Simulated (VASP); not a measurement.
A run of VASP 6.6.1:

File INCAR:

```
PREC = Accurate
ENCUT = 660
EDIFF = 1E-8
ISMEAR = 0
SIGMA = 0.01
LREAL = F
LASPH = T
NELM = 120
ALGO = Normal
ISIF = 3
LWAVE = F
LCHARG = F
METAGGA = R2SCAN
LMIXTAU = T
NBANDS = 19
IBRION = 6
NFREE = 2
POTIM = 0.015
NSW = 1
GGA_COMPAT = F
KPAR = 4
```

File KPOINTS:

```
regular mesh
0
Gamma
  8 8 8
```

Contents of POSCAR:

```
CaF2
1.0
    0.0000000000      2.6593650260      2.6593650260
    2.6593650260      0.0000000000      2.6593650260
    2.6593650260      2.6593650260      0.0000000000
Ca F
1 2
Direct
    0.0000000000      0.0000000000      0.0000000000
    0.2500000000      0.2500000000      0.2500000000
    0.7500000000      0.7500000000      0.7500000000
```

Potentials or basis: VASP PAW PBE potentials, release 64 (Ca_sv, F).

Launch:

```bash
$ cat potpaw_PBE.64/Ca_sv/POTCAR potpaw_PBE.64/F/POTCAR > POTCAR
$ mpirun -np 4 vasp_std > vasp.out
```

Hardware: 4 MPI ranks on Intel(R) Xeon(R) Platinum 8488C (Sapphire Rapids), with other jobs on the host.

Question: Estimate the wall time of this run.

Answer: It took 14 min on 4 MPI ranks on Intel(R) Xeon(R) Platinum 8488C (Sapphire Rapids), with other jobs on the host, peak memory 0.39 GiB a rank. Counts: scf iterations 262, k points 29.
